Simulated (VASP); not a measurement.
# ZnO (P6_3mc) in VASP: notebook, part 2 of 2

VASP 6.6.1. The steps go on from the part before.

**3. Electric field gradients, LDA (volume scaled by 0.96)**

File INCAR:

```
SYSTEM = ZnO
PREC = Accurate
ENCUT = 910
EDIFF = 1E-8
ISMEAR = -1
SIGMA = 0.01
LREAL = .False.
LASPH = .True.
NELM = 120
ALGO = Normal
ISIF = 2
LWAVE = .False.
LCHARG = .False.
LEFG = .True.
NBANDS = 26
GGA_COMPAT = .False.
```

File KPOINTS:

```
Automatic mesh
0
Gamma
  8 8 5
  0 0 0
```

File POSCAR:

```
ZnO
1.0
    3.2054825469      0.0000000000      0.0000000000
   -1.6027412734      2.7760293170      0.0000000000
    0.0000000000      0.0000000000      5.1334697570
Zn O
2 2
Direct
    0.3333333333      0.6666666667      0.0000000000
    0.6666666667      0.3333333333      0.5000000000
    0.3333333333      0.6666666667      0.3821000000
    0.6666666667      0.3333333333      0.8821000000
```

Potentials or basis: VASP PAW LDA potentials, release 64 (Zn, O_h).

The run is started by

```
> cat potpaw_LDA.64/Zn/POTCAR potpaw_LDA.64/O_h/POTCAR > POTCAR
> mpirun -np 1 vasp_std > vasp.out
```

OUTCAR:

```text
SYSTEM = ZnO
   PREC = Accurate
   ENCUT = 910
   EDIFF = 1E-8
   ISMEAR = -1
   LREAL = .False.
   LASPH = .True.
   NELM = 120
   ISIF = 2

 ion  position               nearest neighbor table
   1  0.333  0.667  0.000-   4 1.95   4 1.95   4 1.95   3 1.96
   2  0.667  0.333  0.500-   3 1.95   3 1.95   3 1.95   4 1.96
   3  0.333  0.667  0.382-   2 1.95   2 1.95   2 1.95   1 1.96
   4  0.667  0.333  0.882-   1 1.95   1 1.95   1 1.95   2 1.96

  LATTYP: Found a hexagonal cell.
 ALAT       =     3.2054825469
 C/A-ratio  =     1.6014655148

  Lattice vectors:

 A1 = (   3.2054825469,   0.0000000000,   0.0000000000)
 A2 = (  -1.6027412734,   2.7760293170,   0.0000000000)
 A3 = (   0.0000000000,   0.0000000000,   5.1334697570)

Analysis of symmetry for initial positions (statically):
=====================================================================
 Subroutine PRICEL returns:
 Original cell was already a primitive cell.

 Routine SETGRP: Setting up the symmetry group for a
 hexagonal supercell.

 Subroutine GETGRP returns: Found 12 space group operations
 (whereof  6 operations were pure point group operations)
 out of a pool of 24 trial point group operations.

The static configuration has the point symmetry C_3v.
 The point group associated with its full space group is C_6v.

Analysis of symmetry for dynamics (positions and initial velocities):
=====================================================================
 Subroutine PRICEL returns:
 Original cell was already a primitive cell.

 Routine SETGRP: Setting up the symmetry group for a
 hexagonal supercell.

[... 169 lines left out ...]
      4      -4.3870      2.00000
      5      -4.3870      2.00000
      6      -4.2920      2.00000
[... 685 lines left out ...]
     25      15.2365      0.00000
     26      15.4900      0.00000

 [... further k-points ...]
[... 5 lines left out ...]
  --------------------------------------------------------------------------------------
  -------------------------------------------------------------------------------------
  Total       -0.1223027     -0.1223027      0.0011580     -0.0000000     -0.0000000      0.0000000
  in kB       -4.2896126     -4.2896126      0.0406157     -0.0000000     -0.0000000      0.0000000
  external PRESSURE =      -2.8462032 kB  Pullay stress =       0.0000000 kB

 VOLUME and BASIS-vectors are now :
 -----------------------------------------------------------------------------
  energy-cutoff  :      910.00
  volume of cell :       45.68
      direct lattice vectors                 reciprocal lattice vectors
     3.205482547  0.000000000  0.000000000     0.311965511  0.180113372  0.000000000
    -1.602741273  2.776029317  0.000000000     0.000000000  0.360226743  0.000000000
     0.000000000  0.000000000  5.133469757     0.000000000  0.000000000  0.194800018

 POSITION                                       TOTAL-FORCE (eV/Angst)
 -----------------------------------------------------------------------------------
     -0.00000      1.85069      0.00000         0.000000     -0.000000      0.042297
      1.60274      0.92534      2.56673         0.000000      0.000000      0.042297
     -0.00000      1.85069      1.96150         0.000000      0.000000     -0.042297
      1.60274      0.92534      4.52823        -0.000000      0.000000     -0.042297
 -----------------------------------------------------------------------------------
    total drift:                               -0.000000     -0.000000     -0.000706

  FREE ENERGIE OF THE ION-ELECTRON SYSTEM (eV)
  ---------------------------------------------------
  free  energy   TOTEN  =       -21.1727531413 eV

  energy  without entropy=      -21.1727531413  energy(sigma->0) =      -21.17275314

 Electric field gradients (V/A^2)
---------------------------------------------------------------------
 ion       V_xx      V_yy      V_zz      V_xy      V_xz      V_yz
---------------------------------------------------------------------
   1      -4.127    -4.129     8.256    -0.002     0.000    -0.000
   2      -4.127    -4.129     8.256    -0.002    -0.000     0.000
   3       1.708     1.710    -3.418     0.001     0.000    -0.000
   4       1.708     1.710    -3.418     0.001    -0.000     0.000
---------------------------------------------------------------------

 Electric field gradients after diagonalization (V/A^2)
 (convention: |V_zz| > |V_xx| > |V_yy|)
----------------------------------------------------------------------
 ion       V_xx      V_yy      V_zz     asymmetry (V_yy - V_xx)/ V_zz
----------------------------------------------------------------------
   1      -4.131    -4.125     8.256       0.001
   2      -4.131    -4.125     8.256       0.001
   3       1.710     1.707    -3.418       0.001
   4       1.710     1.707    -3.418       0.001
----------------------------------------------------------------------

           NMR quadrupolar parameters

 Cq : quadrupolar parameter    Cq=e*Q*V_zz/h
 eta: asymmetry parameters     (V_yy - V_xx)/ V_zz
 Q  : nuclear electric quadrupole moment in mb (millibarn)
----------------------------------------------------------------------
 ion       Cq(MHz)       eta       Q (mb)
----------------------------------------------------------------------
   1       0.020       0.001       1.000
   2       0.020       0.001       1.000
   3      -0.008       0.001       1.000
   4      -0.008       0.001       1.000
----------------------------------------------------------------------
```

OSZICAR:

```text
N       E                     dE             d eps       ncg     rms          rms(c)
DAV:   1     0.392750200979E+03    0.39275E+03   -0.25145E+04  1568   0.298E+03
DAV:   2     0.425537837843E+02   -0.35020E+03   -0.32817E+03  1650   0.556E+02
DAV:   3    -0.209801535770E+02   -0.63534E+02   -0.61413E+02  1786   0.193E+02
DAV:   4    -0.241860437624E+02   -0.32059E+01   -0.31820E+01  1764   0.476E+01
DAV:   5    -0.242161459076E+02   -0.30102E-01   -0.30082E-01  1770   0.469E+00    0.155E+01
DAV:   6    -0.210782621289E+02    0.31379E+01   -0.57277E+00  2602   0.600E+01    0.980E+00
DAV:   7    -0.212421834030E+02   -0.16392E+00   -0.26534E+00  1840   0.161E+01    0.583E+00
DAV:   8    -0.212183810456E+02    0.23802E-01   -0.57457E-01  2116   0.665E+00    0.178E+00
DAV:   9    -0.211712093964E+02    0.47172E-01   -0.81418E-02  2258   0.556E+00    0.437E-01
DAV:  10    -0.211727559042E+02   -0.15465E-02   -0.40304E-02  1578   0.161E+00    0.769E-02
DAV:  11    -0.211728011832E+02   -0.45279E-04   -0.97572E-04  1926   0.662E-01    0.494E-02
DAV:  12    -0.211727538348E+02    0.47348E-04   -0.24931E-04  1874   0.463E-01    0.123E-02
DAV:  13    -0.211727539964E+02   -0.16160E-06   -0.22155E-05  2380   0.572E-02    0.880E-03
DAV:  14    -0.211727532663E+02    0.73009E-06   -0.30865E-06  1904   0.191E-02    0.368E-03
DAV:  15    -0.211727531847E+02    0.81599E-07   -0.25308E-07  1840   0.758E-03    0.246E-03
DAV:  16    -0.211727531493E+02    0.35361E-07   -0.96616E-08  1986   0.351E-03    0.138E-03
DAV:  17    -0.211727531413E+02    0.80436E-08   -0.70998E-08  1918   0.226E-03
   1 F= -.21172753E+02 E0= -.21172753E+02  d E =-.121191E-14
```

Wall time 84 s (1 thread of AMD EPYC 7R43 (Zen 3), shared host); peak memory 0.19 GiB.

What came out:

- Free energy: -21.1728 eV
- Pressure: -0.3 GPa
- Largest force: 0.042 eV/Å
- Band gap on the k mesh: 0.81 eV, direct

Forces in eV/Å, atoms in the order of the input:
```
Zn   0.000  0.000  0.042
Zn   0.000  0.000  0.042
O    0.000  0.000 -0.042
O    0.000  0.000 -0.042
```

Stress tensor (GPa, compression positive):
```
-0.43  0.00  0.00
 0.00 -0.43  0.00
 0.00  0.00  0.00
```

Levels at points of the mesh, in eV from the valence-band top:
```tsv
k point	band 16	band 17	band 18	band 19	band 20	band 21
(0.00, 0.00, 0.00)	-0.11	0.00	0.00	0.81	5.22	8.25
(0.50, 0.00, 0.00)	-2.44	-1.36	-0.93	5.86	6.76	7.53
```

Electric field gradients, principal values (V/Å²):
```
atom   least  middle  greatest (by size)
1 Zn  -4.125  -4.131               8.256
2 Zn  -4.125  -4.131               8.256
 3 O   1.707   1.710              -3.418
 4 O   1.707   1.710              -3.418
```

Caveat: the cutoff is under 1.25 times the usual one of these potentials, so pressure, stress and relaxed cells hold a basis-set (Pulay) error; without QUAD_EFG the Cq values of the log hold for a quadrupole moment of 1 mb, not for the nuclei.
